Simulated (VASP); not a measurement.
# NiO (Fm-3m) in VASP: notebook

The runs below take NiO through single point, with PBE.

Everything below comes from runs of VASP 6.6.1. Logs are shortened: lines on timing, memory, paths and dates and some standing lists are left out, and cuts for length are marked.

**The experiment to reproduce.**

“Local correlations, non-local screening, multiplets, and band formation in NiO”, 2012, arxiv:1210.6675 quotes, for a bulk crystal of NiO: band gap 4.3 eV.

How close the calculation comes is told below.

## 1. The cell of the first run

Symmetry: Fm-3m, No. 225, cubic system. Conventional cell: a = 4.172 Å, b = 4.172 Å, c = 4.172 Å, α = 90.00°, β = 90.00°, γ = 90.00°. Within 2.8 Å of Ni (site symmetry m-3m) lie 6 O at 2.09 Å. Within 2.8 Å of O (site symmetry m-3m) lie 6 Ni at 2.09 Å.

## 2. Single point, PBE

File INCAR:

```
SYSTEM = NiO
  ALGO = Normal
  EDIFF = 1E-7
  ENCUT = 520
  GGA = PE
  ISIF = 2
  ISMEAR = -1
  LASPH = .True.
  LCHARG = .True.
  LELF = .True.
  LREAL = .False.
  LVHAR = .True.
  LWAVE = .False.
  NBANDS = 15
  NELM = 100
  PREC = Accurate
  SIGMA = 0.05
```

File KPOINTS:

```
k-points
0
Gamma
  11 11 11
  0 0 0
```

File POSCAR:

```
NiO
1.0
    0.0000000000      2.0859016414      2.0859016414
    2.0859016414      0.0000000000      2.0859016414
    2.0859016414      2.0859016414      0.0000000000
Ni O
1 1
Direct
    0.0000000000      0.0000000000      0.0000000000
    0.5000000000      0.5000000000      0.5000000000
```

Potentials or basis: VASP PAW PBE potentials, release 64 (Ni, O).

Launch:

```bash
$ cat potpaw_PBE.64/Ni/POTCAR potpaw_PBE.64/O/POTCAR > POTCAR
$ mpirun -np 1 vasp_std > vasp.out
```

OUTCAR:

```text
SYSTEM = NiO
   EDIFF = 1E-7
   ENCUT = 520
   GGA = PE
   ISIF = 2
   ISMEAR = -1
   LASPH = .True.
   LREAL = .False.
   NELM = 100
   PREC = Accurate

 ion  position               nearest neighbor table
   1  0.000  0.000  0.000-   2 2.09   2 2.09   2 2.09   2 2.09   2 2.09   2 2.09
   2  0.500  0.500  0.500-   1 2.09   1 2.09   1 2.09   1 2.09   1 2.09   1 2.09

  LATTYP: Found a face centered cubic cell.
 ALAT       =     4.1718032828

  Lattice vectors:

 A1 = (   0.0000000000,   2.0859016414,   2.0859016414)
 A2 = (   2.0859016414,   0.0000000000,   2.0859016414)
 A3 = (   2.0859016414,   2.0859016414,   0.0000000000)

Analysis of symmetry for initial positions (statically):
=====================================================================
 Subroutine PRICEL returns:
 Original cell was already a primitive cell.

 Routine SETGRP: Setting up the symmetry group for a
 face centered cubic supercell.

 Subroutine GETGRP returns: Found 48 space group operations
 (whereof 48 operations were pure point group operations)
 out of a pool of 48 trial point group operations.

The static configuration has the point symmetry O_h .

Analysis of symmetry for dynamics (positions and initial velocities):
=====================================================================
 Subroutine PRICEL returns:
 Original cell was already a primitive cell.

 Routine SETGRP: Setting up the symmetry group for a
 face centered cubic supercell.

 Subroutine GETGRP returns: Found 48 space group operations
 (whereof 48 operations were pure point group operations)
 out of a pool of 48 trial point group operations.

The dynamic configuration has the point symmetry O_h .

 Subroutine INISYM returns: Found 48 space group operations
 (whereof 48 operations are pure point group operations),
 and found     1 'primitive' translations

----------------------------------------------------------------------------------------

                                     Primitive cell

  volume of cell :      18.1515

  direct lattice vectors                    reciprocal lattice vectors
     0.000000000  2.085901641  2.085901641    -0.239704495  0.239704495  0.239704495
     2.085901641  0.000000000  2.085901641     0.239704495 -0.239704495  0.239704495
     2.085901641  2.085901641  0.000000000     0.239704495  0.239704495 -0.239704495

  length of vectors
     2.949910391  2.949910391  2.949910391     0.415180364  0.415180364  0.415180364

  position of ions in fractional coordinates (direct lattice)
     0.000000000  0.000000000  0.000000000
     0.500000000  0.500000000  0.500000000
[... 83 lines left out ...]
   ISIF   =      2    stress and relaxation
   ISYM   =      2    0-nonsym 1-usesym 2-fastsym
   POTIM  = 0.5000    time-step for ionic-motion
   TEBEG  =    0.0;   TEEND  =   0.0 temperature during run
   PSTRESS=    0.0 pullay stress
   NELECT =      16.0000    total number of electrons
   NUPDOWN=      -1.0000    fix difference up-down
   EMIN   =  10.00;   EMAX   =-10.00  energy-range for DOS
   EFERMI =   0.00;   METHOD = LEGACY
   ISMEAR =    -1;   SIGMA  =   0.05  broadening in eV -4-tet -1-fermi 0-gaus
   EFERMI_NEDOS =   21; number of points for ismear=-14 and -15
   IALGO  =     38    algorithm
   IMIX   =      4    mixing-type and parameters
     AMIX     =   0.40;   BMIX     =  1.00
     AMIX_MAG =   1.60;   BMIX_MAG =  1.00
  volume/ion in A,a.u.               =       9.08        61.25
  Fermi-wavevector in a.u.,A,eV,Ry     =   1.569680  2.966264 33.523312  2.463894
  Thomas-Fermi vector in A             =   2.671526
   LORBIT       =      0    0 simple, 1 ext, 2 COOP (PROOUT), +10 PAW based schemes
   GGA     = PE    functional components
   LHFCALC =     F    Hartree Fock is set to
   AEXX    =    0.0000 exact exchange contribution
   IVDW    =     0    specifies the selected vdW correction
   LEPSILON=     F    determine dielectric tensor
   LRPA    =     F    only Hartree local field effects (RPA)
 non-spin polarized calculation
  energy-cutoff  :      520.00
  volume of cell :       18.15
 maximum number of plane-waves:       531
 NGX is ok and might be reduce to    24
   NGX = 11   NGY = 11   NGZ = 11

 number of electron      16.0000001 magnetization

 Free energy of the ion-electron system (eV)
  ---------------------------------------------------
  ext. energy  EPLUGINS =         0.00000000
  ---------------------------------------------------
  free energy    TOTEN  =       -11.38526987 eV

  energy without entropy =      -11.36701365  energy(sigma->0) =      -11.37614176

 E-fermi :   7.9239     XC(G=0): -12.7062

 val. band max:        7.9195399939   @ k =   0.4545   0.2727   0.0000
 cond. band min:       7.9312060277   @ k =  -0.3636   0.4545   0.1818
 fundamental gap:      0.0116660338
 Fermi energy:         7.9238737449

 k-point     1 :       0.0000    0.0000    0.0000
  band No.  band energies     occupation
      1     -12.5645      2.00000
      2       4.7934      2.00000
      3       4.7934      2.00000
      4       4.7934      2.00000
      5       6.0513      2.00000
      6       6.0513      2.00000
      7       6.0513      2.00000
      8       6.3775      2.00000
      9       6.3776      2.00000
     10       9.5771      0.00000
     11      25.7805      0.00000
     12      27.0509      0.00000
     13      27.0509      0.00000
     14      27.0509      0.00000
[... 401 lines left out ...]
      2       1.4175      2.00000
      3       2.9378      2.00000
      4       3.1867      2.00000
      5       6.4114      2.00000
      6       6.7560      2.00000
      7       6.9004      2.00000
      8       7.1965      2.00000
      9       8.8126      0.00000
     10      13.2513      0.00000
     11      20.2691      0.00000
     12      21.3428      0.00000
     13      24.6036      0.00000
     14      28.4534      0.00000
     15      31.2376      0.00000

 [... further k-points ...]
[... 5 lines left out ...]
  --------------------------------------------------------------------------------------
  -------------------------------------------------------------------------------------
  Total       -0.1676825     -0.1676825     -0.1676825      0.0000000     -0.0000000     -0.0000000
  in kB      -14.8008587    -14.8008587    -14.8008587      0.0000000     -0.0000000     -0.0000000
  external PRESSURE =     -14.8008587 kB  Pullay stress =       0.0000000 kB

 VOLUME and BASIS-vectors are now :
 -----------------------------------------------------------------------------
  energy-cutoff  :      520.00
  volume of cell :       18.15
      direct lattice vectors                 reciprocal lattice vectors
     0.000000000  2.085901641  2.085901641    -0.239704495  0.239704495  0.239704495
     2.085901641  0.000000000  2.085901641     0.239704495 -0.239704495  0.239704495
     2.085901641  2.085901641  0.000000000     0.239704495  0.239704495 -0.239704495

 POSITION                                       TOTAL-FORCE (eV/Angst)
 -----------------------------------------------------------------------------------
      0.00000      0.00000      0.00000         0.000000      0.000000      0.000000
      2.08590      2.08590      2.08590        -0.000000     -0.000000     -0.000000
 -----------------------------------------------------------------------------------
    total drift:                                0.000000     -0.000000     -0.000000

  FREE ENERGIE OF THE ION-ELECTRON SYSTEM (eV)
  ---------------------------------------------------
  free  energy   TOTEN  =       -11.3852698650 eV

  energy  without entropy=      -11.3670136544  energy(sigma->0) =      -11.37614176
```

stdout:

```text
POSCAR found type information on POSCAR NiO
 POSCAR found :  2 types and       2 ions
 scaLAPACK will be used
 LDA part: xc-table for (Slater+PW92), standard interpolation
 POSCAR, INCAR and KPOINTS ok, starting setup
 FFT: planning ... GRIDC
 FFT: planning ... GRID_SOFT
 FFT: planning ... GRID
 WAVECAR not read
 entering main loop
```

Run time: 16 s. Hardware: 1 thread of AMD EPYC 7R13 (Zen 3), shared host; peak memory 0.11 GiB.

Results:

```
Free energy            : -11.3853 eV
Pressure               : -1.5 GPa
Band gap on the k mesh : zero (band 8 reaches 9.17 eV, above the bottom of band 9 at 6.38 eV)
```

Levels at points of the mesh, in eV from the Fermi level:
```tsv
k point	band 4	band 5	band 6	band 7	band 8	band 9	band 10	band 11	band 12	band 13
(0.00, 0.00, 0.00)	-3.13	-1.87	-1.87	-1.87	-1.55	-1.55	1.65	17.86	19.13	19.13
```

Caveat: the run has no spin polarisation, though such a crystal can be magnetic; semilocal functionals often make such compounds metallic where correlation or magnetic order opens a gap, which also shifts bond lengths. Spin polarisation is off, so any magnetic state and its effect on volume and gap are missing.

## 3. Single point, PBE, collinear spin, ferromagnetic start

File INCAR:

```
PREC = Accurate
ENCUT = 520
EDIFF = 1E-7
ISMEAR = -1
SIGMA = 0.05
LREAL = False
LASPH = True
NELM = 150
ALGO = Normal
ISIF = 2
LWAVE = False
LCHARG = False
ISPIN = 2
MAGMOM = -0.88 0
LORBIT = 11
LMAXMIX = 4
GGA = PE
NBANDS = 19
```

File KPOINTS:

```
Automatic mesh
0
Gamma
  11 11 11
```

POSCAR is that of step 2.

Potentials or basis: VASP PAW PBE potentials, release 64 (Ni, O).

Launch:

```bash
$ cat potpaw_PBE.64/Ni/POTCAR potpaw_PBE.64/O/POTCAR > POTCAR
$ mpirun -np 1 vasp_std > vasp.out
```

It took 45 s on 1 thread of AMD EPYC 7R13 (Zen 3), shared host; peak memory 0.14 GiB.

The run converged. Its results:

* Free energy: -11.4737 eV
* Pressure: 5.1 GPa
* Net moment: -1.67 μB per cell
* Site moments: Ni -1.38; O -0.25 μB
* Valence electrons inside the program's atomic spheres: Ni 9.00; O 4.98

Levels at points of the mesh, in eV from the Fermi level:
Spin up:
```
           k point  band 5  band 6  band 7  band 8  band 9  band 10
(0.00, 0.00, 0.00)   -1.85   -1.85   -1.85   -0.64   -0.64     1.88
```
Spin down:
| k point | band 6 | band 7 | band 8 | band 9 | band 10 | band 11 | band 12 | band 13 |
| --- | --- | --- | --- | --- | --- | --- | --- | --- |
| (0.00, 0.00, 0.00) | -3.03 | -2.62 | -2.62 | -2.62 | 1.55 | 17.86 | 18.95 | 18.95 |

Caveat: a cell with one magnetic atom can't hold antiferromagnetic order, which such compounds often take; semilocal functionals often make such compounds metallic where correlation or magnetic order opens a gap, which also shifts bond lengths. With open d or f shells a metallic result of PBE can be an artefact of self-interaction; +U or a hybrid may open a gap.

## 4. Against experiment

Step 2. A measured gap of NiO is 4.3 eV (quoted in “Local correlations, non-local screening, multiplets, and band formation in NiO”, 2012, arxiv:1210.6675); the calculated 0.00 eV misses it by -4.30 eV. So large a miss can be the level of theory's own, or it may mean another phase, state or a wrong row. The value is that of PBE on a finite k mesh, which can miss the band edges, without temperature or zero-point motion. Semilocal functionals fall short of measured gaps as a rule.
